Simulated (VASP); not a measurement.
# Mo (I4/mmm) in VASP: notebook

The runs below take Mo through single point, with PBE.

All numbers are computed with VASP 6.6.1; they aren't measurements. Logs are shortened: lines on timing, memory, paths and dates and some standing lists are left out, and cuts for length are marked.

## Step 1: The cell of the first run

Symmetry: I4/mmm, No. 139, tetragonal system. Conventional cell: a = 3.016 Å, b = 3.016 Å, c = 2.891 Å, α = 90.00°, β = 90.00°, γ = 90.00°. Mo (site symmetry 4/mmm) has 14 Mo at 2.58 to 3.02 Å within 3.4 Å.

## Step 2: Single point, PBE (strain -0.040 along x and y, -0.080 along z)

Contents of INCAR:

```
SYSTEM = Mo
PREC = Accurate
ENCUT = 520
EDIFF = 1E-7
ISMEAR = 0
SIGMA = 0.15
LREAL = .False.
LASPH = .True.
NELM = 60
ALGO = Fast
ISIF = 2
LWAVE = .False.
LCHARG = .True.
GGA = PE
LELF = .True.
LVHAR = .True.
NBANDS = 13
```

Contents of KPOINTS:

```
regular mesh
0
Gamma
  22 22 22
  0 0 0
```

Contents of POSCAR:

```
Mo
1.0
   -1.5081600000      1.5081600000      1.4453200000
    1.5081600000     -1.5081600000      1.4453200000
    1.5081600000      1.5081600000     -1.4453200000
Mo
1
Direct
    0.0000000000      0.0000000000      0.0000000000
```

Potentials or basis: VASP PAW PBE potentials, release 64 (Mo_sv).

Command:

```sh
> cat potpaw_PBE.64/Mo_sv/POTCAR > POTCAR
> mpirun -np 1 vasp_std > vasp.out
```

OUTCAR:

```text
SYSTEM = Mo
   PREC = Accurate
   ENCUT = 520
   EDIFF = 1E-7
   ISMEAR = 0
   LREAL = .False.
   LASPH = .True.
   NELM = 60
   ISIF = 2
   GGA = PE

 ion  position               nearest neighbor table
   1  0.000  0.000  0.000-

  LATTYP: Found a body centered tetragonal cell.
 ALAT       =     3.0163200000
 C/A-ratio  =     0.9583333333

  Lattice vectors:

 A1 = (  -1.5081600000,   1.5081600000,   1.4453200000)
 A2 = (   1.5081600000,  -1.5081600000,   1.4453200000)
 A3 = (   1.5081600000,   1.5081600000,  -1.4453200000)

Analysis of symmetry for initial positions (statically):
=====================================================================
 Subroutine PRICEL returns:
 Original cell was already a primitive cell.

 Routine SETGRP: Setting up the symmetry group for a
 body centered tetragonal supercell.

 Subroutine GETGRP returns: Found 16 space group operations
 (whereof 16 operations were pure point group operations)
 out of a pool of 16 trial point group operations.

The static configuration has the point symmetry D_4h.

Analysis of symmetry for dynamics (positions and initial velocities):
=====================================================================
 Subroutine PRICEL returns:
 Original cell was already a primitive cell.

 Routine SETGRP: Setting up the symmetry group for a
 body centered tetragonal supercell.

 Subroutine GETGRP returns: Found 16 space group operations
 (whereof 16 operations were pure point group operations)
 out of a pool of 16 trial point group operations.

The dynamic configuration has the point symmetry D_4h.

 Subroutine INISYM returns: Found 16 space group operations
 (whereof 16 operations are pure point group operations),
 and found     1 'primitive' translations

----------------------------------------------------------------------------------------

                                     Primitive cell

  volume of cell :      13.1498

  direct lattice vectors                    reciprocal lattice vectors
    -1.508160000  1.508160000  1.445320000     0.000000000  0.331529811  0.345944151
     1.508160000 -1.508160000  1.445320000     0.331529811  0.000000000  0.345944151
     1.508160000  1.508160000 -1.445320000     0.331529811  0.331529811  0.000000000

  length of vectors
     2.576440000  2.576440000  2.576440000     0.479154851  0.479154851  0.468853955

  position of ions in fractional coordinates (direct lattice)
     0.000000000  0.000000000  0.000000000

  ion indices of the primitive-cell ions
   primitive index   ion index
                 1           1

----------------------------------------------------------------------------------------

 KPOINTS: regular mesh

Automatic generation of k-mesh.
 Grid dimensions read from file:
 generate k-points for:   22   22   22

 Generating k-lattice:

  Cartesian coordinates                     Fractional coordinates (reciprocal lattice)
     0.000000000  0.015069537  0.015724734     0.045454545  0.000000000  0.000000000
     0.015069537  0.000000000  0.015724734     0.000000000  0.045454545  0.000000000
     0.015069537  0.015069537  0.000000000     0.000000000  0.000000000  0.045454545

  Length of vectors
     0.021779766  0.021779766  0.021311543

  Shift w.r.t. Gamma in fractional coordinates (k-lattice)
     0.000000000  0.000000000  0.000000000

 Subroutine IBZKPT returns following result:
 ===========================================

 Found    834 irreducible k-points:

 Following reciprocal coordinates:
            Coordinates               Weight
  0.000000  0.000000  0.000000      1.000000
  0.045455  0.000000  0.000000      8.000000
  0.090909  0.000000  0.000000      8.000000
  0.136364  0.000000  0.000000      8.000000
  0.181818  0.000000  0.000000      8.000000
  0.227273 -0.000000  0.000000      8.000000
[... 16 lines left out ...]
  0.500000  0.045455  0.000000     16.000000
 -0.454545  0.045455 -0.000000     16.000000
 [... further k-points ...]
   k-points           NKPTS =    834   k-points in BZ     NKDIM =    834   number of bands    NBANDS=     13
   number of dos      NEDOS =    301   number of ions     NIONS =      1
   total plane-waves  NPLWV =   8000
   dimension x,y,z NGX =    20 NGY =   20 NGZ =   20
   dimension x,y,z NGXF=    40 NGYF=   40 NGZF=   40
   ions per type =               1
   NGX,Y,Z   is equivalent  to a cutoff of  12.91, 12.91, 12.91 a.u.
   NGXF,Y,Z  is equivalent  to a cutoff of  25.81, 25.81, 25.81 a.u.
 SYSTEM =  Mo
   PREC   = accura    normal or accurate (medium, high low for compatibility)
   ISTART =      0    job   : 0-new  1-cont  2-samecut
   ICHARG =      2    charge: 1-file 2-atom 10-const
   ISPIN  =      1    spin polarized calculation?
   LNONCOLLINEAR =      F non collinear calculations
   LSORBIT =      F    spin-orbit coupling
   LASPH  =      T    aspherical Exc in radial PAW
   ENCUT  =  520.0 eV  38.22 Ry    6.18 a.u.   4.79  4.79  4.79*2*pi/ulx,y,z
   NELM   =     60;   NELMIN=  2; NELMDL= -5     # of ELM steps
   EDIFF  = 0.1E-06   stopping-criterion for ELM
   LREAL  =      F    real-space projection
   EDIFFG = 0.1E-05   stopping-criterion for IOM
   NSW    =      0    number of steps for IOM
   IBRION =     -1    ionic relax: 0-MD 1-quasi-New 2-CG
   NFREE  =      0    steps in history (QN), initial steepest desc. (CG)
   ISIF   =      2    stress and relaxation
   ISYM   =      2    0-nonsym 1-usesym 2-fastsym
   POTIM  = 0.5000    time-step for ionic-motion
   TEBEG  =    0.0;   TEEND  =   0.0 temperature during run
   PSTRESS=    0.0 pullay stress
   NELECT =      14.0000    total number of electrons
   NUPDOWN=      -1.0000    fix difference up-down
   EMIN   =  10.00;   EMAX   =-10.00  energy-range for DOS
   EFERMI =   0.00;   METHOD = LEGACY
   ISMEAR =     0;   SIGMA  =   0.15  broadening in eV -4-tet -1-fermi 0-gaus
   EFERMI_NEDOS =   21; number of points for ismear=-14 and -15
   IALGO  =     68    algorithm
   IMIX   =      4    mixing-type and parameters
     AMIX     =   0.40;   BMIX     =  1.00
     AMIX_MAG =   1.60;   BMIX_MAG =  1.00
  volume/ion in A,a.u.               =      13.15        88.74
  Fermi-wavevector in a.u.,A,eV,Ry     =   1.671647  3.158955 38.020169  2.794404
  Thomas-Fermi vector in A             =   2.756933
   LORBIT       =      0    0 simple, 1 ext, 2 COOP (PROOUT), +10 PAW based schemes
   GGA     = PE    functional components
   LHFCALC =     F    Hartree Fock is set to
   AEXX    =    0.0000 exact exchange contribution
   IVDW    =     0    specifies the selected vdW correction
   LEPSILON=     F    determine dielectric tensor
   LRPA    =     F    only Hartree local field effects (RPA)
 non-spin polarized calculation
 RMM-DIIS sequential band-by-band and
 Gauss-broadening in eV      SIGMA  =   0.15
  energy-cutoff  :      520.00
  volume of cell :       13.15
 maximum number of plane-waves:       370
   NGX =  9   NGY =  9   NGZ =  9

 number of electron      13.9999999 magnetization

 Free energy of the ion-electron system (eV)
  ---------------------------------------------------
  ext. energy  EPLUGINS =         0.00000000
  ---------------------------------------------------
  free energy    TOTEN  =       -10.41408987 eV

  energy without entropy =      -10.40772790  energy(sigma->0) =      -10.41090888

 E-fermi :  15.6168     XC(G=0): -14.3919

 val. band max:       15.6164118061   @ k =   0.4091   0.1364   0.0909
 cond. band min:      15.6179348097   @ k =  -0.3636   0.3636   0.0000
 fundamental gap:      0.0015230036
 Fermi energy:        15.6167577359

 k-point     1 :       0.0000    0.0000    0.0000
  band No.  band energies     occupation
      1     -45.8100      2.00000
      2     -18.5482      2.00000
      3     -18.5482      2.00000
      4     -18.5247      2.00000
      5       7.8917      2.00000
      6      13.4370      2.00000
      7      14.0640      2.00000
      8      14.0640      2.00000
      9      17.1060      0.00000
     10      17.9528      0.00000
     11      30.3165      0.00000
     12      30.3165      0.00000
     13      31.2630      0.00000

 k-point     2 :       0.0455    0.0000    0.0000
  band No.  band energies     occupation
      1     -45.7997      2.00000
      2     -18.5914      2.00000
      3     -18.5644      2.00000
      4     -18.5358      2.00000
      5       8.0068      2.00000
      6      13.4506      2.00000
      7      14.0460      2.00000
      8      14.0866      2.00000
      9      17.0886      0.00000
     10      17.8616      0.00000
     11      30.5116      0.00000
     12      30.5136      0.00000
     13      31.4369      0.00000

 k-point     3 :       0.0909    0.0000    0.0000
  band No.  band energies     occupation
      1     -45.7696      2.00000
      2     -18.7426      2.00000
      3     -18.6115      2.00000
      4     -18.5418      2.00000
      5       8.3371      2.00000
      6      13.3746      2.00000
      7      13.9804      2.00000
      8      14.2808      2.00000
      9      17.0313      0.00000
     10      17.6712      0.00000
     11      30.9607      0.00000
     12      31.0913      0.00000
     13      31.9812      0.00000

 k-point     4 :       0.1364    0.0000    0.0000
  band No.  band energies     occupation
      1     -45.7217      2.00000
      2     -18.9793      2.00000
      3     -18.6850      2.00000
      4     -18.5486      2.00000
      5       8.8320      2.00000
      6      13.1270      2.00000
      7      13.8528      2.00000
      8      14.7523      2.00000
      9      16.9492      0.00000
     10      17.5402      0.00000
     11      31.4151      0.00000
     12      32.0143      0.00000
     13      32.8214      0.00000

 k-point     5 :       0.1818    0.0000    0.0000
  band No.  band energies     occupation
      1     -45.6596      2.00000
      2     -19.2766      2.00000
      3     -18.7783      2.00000
      4     -18.5570      2.00000
      5       9.3869      2.00000
      6      12.7826      2.00000
      7      13.7172      2.00000
      8      15.4523      1.87894
      9      16.9309      0.00000
     10      17.5262      0.00000
     11      31.6697      0.00000
     12      33.2362      0.00000
     13      33.6467      0.00000
[... 257 lines left out ...]
 k-point    22 :       0.4545    0.0455    0.0000
  band No.  band energies     occupation
      1     -45.2785      2.00000
      2     -20.8806      2.00000
      3     -19.3139      2.00000
      4     -18.6276      2.00000
      5       9.1826      2.00000
      6      11.0983      2.00000
      7      17.3270      0.00000
      8      18.0567      0.00000
      9      19.1488      0.00000
     10      21.8213      0.00000
     11      28.0477      0.00000
     12      30.3202      0.00000
     13      34.9350      0.00000

 k-point    23 :       0.5000    0.0455    0.0000
  band No.  band energies     occupation
      1     -45.2790      2.00000
      2     -20.8785      2.00000
      3     -19.3144      2.00000
      4     -18.6262      2.00000
      5       9.1840      2.00000
      6      11.1015      2.00000
      7      17.5370      0.00000
      8      17.8090      0.00000
      9      19.1443      0.00000
     10      21.8332      0.00000
     11      28.0493      0.00000
     12      30.3625      0.00000
     13      34.9253      0.00000

 k-point    24 :      -0.4545    0.0455   -0.0000
  band No.  band energies     occupation
      1     -45.3015      2.00000
      2     -20.7911      2.00000
      3     -19.2852      2.00000
      4     -18.6218      2.00000
      5       9.2982      2.00000
      6      11.1878      2.00000
      7      17.0555      0.00000
      8      17.7972      0.00000
      9      18.8776      0.00000
     10      21.3001      0.00000
     11      28.3469      0.00000
     12      30.9003      0.00000
     13      35.6669      0.00000

 [... further k-points ...]

------------------------ aborting loop because EDIFF is reached ----------------------------------------

  FORCE on cell =-STRESS in cart. coord.  units (eV):
  Direction    XX          YY          ZZ          XY          YZ          ZX
  --------------------------------------------------------------------------------------
  -------------------------------------------------------------------------------------
  Total        5.2567688      5.2567688      6.8809015      0.0000000      0.0000000      0.0000000
  in kB      640.4874443    640.4874443    838.3726145      0.0000000      0.0000000      0.0000000
  external PRESSURE =     706.4491677 kB  Pullay stress =       0.0000000 kB

 VOLUME and BASIS-vectors are now :
 -----------------------------------------------------------------------------
  energy-cutoff  :      520.00
  volume of cell :       13.15
      direct lattice vectors                 reciprocal lattice vectors
    -1.508160000  1.508160000  1.445320000     0.000000000  0.331529811  0.345944151
     1.508160000 -1.508160000  1.445320000     0.331529811  0.000000000  0.345944151
     1.508160000  1.508160000 -1.445320000     0.331529811  0.331529811  0.000000000

 POSITION                                       TOTAL-FORCE (eV/Angst)
 -----------------------------------------------------------------------------------
      0.00000      0.00000      0.00000        -0.000000     -0.000000      0.000000
 -----------------------------------------------------------------------------------
    total drift:                               -0.000000     -0.000000      0.000000

  FREE ENERGIE OF THE ION-ELECTRON SYSTEM (eV)
  ---------------------------------------------------
  free  energy   TOTEN  =       -10.4140898703 eV

  energy  without entropy=      -10.4077278972  energy(sigma->0) =      -10.41090888
```

It took 4.7 min on 1 thread of AMD EPYC 7R13, shared host; peak memory 0.21 GiB.

What came out:

```
Free energy            : -10.4141 eV
Pressure               : 70.6 GPa
Band gap on the k mesh : zero (band 7 reaches 20.59 eV, above the bottom of band 8 at 13.89 eV)
```

Stress tensor (GPa, compression positive):
```
64.05  0.00  0.00
 0.00 64.05  0.00
 0.00  0.00 83.84
```

Caveat: the cell differs from its parent crystal (strain -0.040 along x and y, -0.080 along z).

## Step 3: Single point, PBE (strain -0.040 along x and y, +0.000 along z)

Contents of INCAR:

```
PREC = Accurate ; ENCUT = 520
EDIFF = 1E-7 ; ISMEAR = 0
SIGMA = 0.15 ; LREAL = False
LASPH = True ; NELM = 80
ALGO = Fast ; ISIF = 2
LWAVE = False ; LCHARG = True
GGA = PE ; LELF = True
LVHAR = True ; NBANDS = 13
```

Contents of KPOINTS:

```
Automatic mesh
0
Gamma
  22 22 22
```

Contents of POSCAR:

```
Mo
1.0
   -1.5081600000      1.5081600000      1.5710000000
    1.5081600000     -1.5081600000      1.5710000000
    1.5081600000      1.5081600000     -1.5710000000
Mo
1
Direct
    0.0000000000      0.0000000000      0.0000000000
```

Potentials or basis: VASP PAW PBE potentials, release 64 (Mo_sv).

Command:

```sh
> cat potpaw_PBE.64/Mo_sv/POTCAR > POTCAR
> mpirun -np 1 vasp_std > vasp.out
```

Wall time 5 min (1 thread of AMD EPYC 7R13, shared host); peak memory 0.22 GiB.

Results (log left out):

```yaml
Free_energy: -10.7772 eV
Pressure: 32.7 GPa
Band_gap_on_the_k_mesh: zero (band 7 reaches 18.50 eV, above the bottom of band 8 at 12.80 eV)
```

Stress tensor (GPa, compression positive):
```
37.74  0.00  0.00
 0.00 37.74  0.00
 0.00  0.00 22.77
```

Levels at points of the mesh, in eV from the Fermi level:
| k point | band 3 | band 4 | band 5 | band 6 | band 7 | band 8 | band 9 | band 10 | band 11 | band 12 |
| --- | --- | --- | --- | --- | --- | --- | --- | --- | --- | --- |
| (0.00, 0.00, 0.00) | -34.35 | -34.35 | -7.52 | -1.72 | -1.72 | -1.20 | 1.45 | 2.12 | 14.41 | 15.23 |
| (0.50, 0.00, 0.00) | -34.90 | -34.36 | -5.87 | -3.67 | 1.54 | 1.89 | 2.63 | 5.34 | 12.15 | 12.96 |
| (0.50, 0.50, 0.00) | -34.97 | -34.41 | -5.96 | -4.22 | 2.25 | 2.34 | 2.84 | 5.46 | 12.08 | 13.38 |
| (0.50, 0.50, 0.50) | -35.55 | -35.55 | -6.24 | -6.12 | 4.40 | 4.56 | 4.56 | 9.08 | 10.15 | 10.15 |

Caveat: the cell differs from its parent crystal (strain -0.040 along x and y, +0.000 along z).

## Step 4: Single point, PBE (strain +0.000 along x and y, -0.040 along z)

Contents of INCAR:

```
SYSTEM = Mo
  ALGO = Fast
  EDIFF = 1E-6
  ENCUT = 520
  GGA = PE
  ISIF = 2
  ISMEAR = 0
  LASPH = .True.
  LCHARG = .True.
  LELF = .True.
  LREAL = .False.
  LVHAR = .True.
  LWAVE = .False.
  NBANDS = 13
  NELM = 80
  PREC = Accurate
  SIGMA = 0.15
```

Contents of KPOINTS:

```
k-points
0
Gamma
  22 22 22
  0 0 0
```

Contents of POSCAR:

```
Mo
1.0
   -1.5710000000      1.5710000000      1.5081600000
    1.5710000000     -1.5710000000      1.5081600000
    1.5710000000      1.5710000000     -1.5081600000
Mo
1
Direct
    0.0000000000      0.0000000000      0.0000000000
```

Command:

```sh
> cat potpaw_PBE.64/Mo_sv/POTCAR > POTCAR
> mpirun -np 1 vasp_std > vasp.out
```

Run time: 3.9 min. Hardware: 1 thread of AMD EPYC 7R13, shared host; peak memory 0.22 GiB.

The run converged. Its results:

```
Free energy            : -10.8706 eV
Pressure               : 18.1 GPa
Band gap on the k mesh : zero (band 7 reaches 17.62 eV, above the bottom of band 8 at 11.99 eV)
```

Stress tensor (GPa, compression positive):
```
13.38  0.00  0.00
 0.00 13.38  0.00
 0.00  0.00 27.52
```

Levels at points of the mesh, in eV from the Fermi level:
```tsv
k point	band 3	band 4	band 5	band 6	band 7	band 8	band 9	band 10	band 11	band 12
(0.00, 0.00, 0.00)	-34.45	-34.43	-7.40	-1.79	-1.28	-1.28	1.39	2.06	14.64	14.64
(0.50, 0.00, 0.00)	-34.98	-34.48	-5.65	-3.81	1.86	1.95	2.74	5.11	12.02	12.56
(0.50, 0.50, 0.00)	-34.90	-34.43	-5.58	-3.28	1.36	1.59	2.26	5.02	12.15	12.15
(0.50, 0.50, 0.50)	-35.60	-35.45	-5.89	-5.77	4.21	4.21	4.37	9.09	9.09	10.17
```

Caveat: the cell differs from its parent crystal (strain +0.000 along x and y, -0.040 along z).

## Step 5: Overview

```csv
cell,further INCAR settings,gap on the mesh (eV),pressure (GPa)
"a = 2.576 Å, angles 108.3, 108.3, 111.8°, 1 atom",ALGO = Fast; EDIFF = 1e-07; NBANDS = 13,none,70.6
"a = 2.649 Å, angles 110.6, 110.6, 107.3°, 1 atom",ALGO = Fast; EDIFF = 1e-07; NBANDS = 13,none,32.7
"a = 2.685 Å, angles 108.4, 108.4, 111.7°, 1 atom",ALGO = Fast; EDIFF = 1e-06; NBANDS = 13,none,18.1
```

Alike in all rows: task single point; level PBE; potentials or basis VASP PAW PBE potentials, release 64 (Mo_sv); no spin polarisation; k mesh 22 × 22 × 22; cutoff (eV) 520; smearing gaussian 0.15 eV.

Total energies depend on the potentials used, so only differences within one code and one set of settings carry meaning.
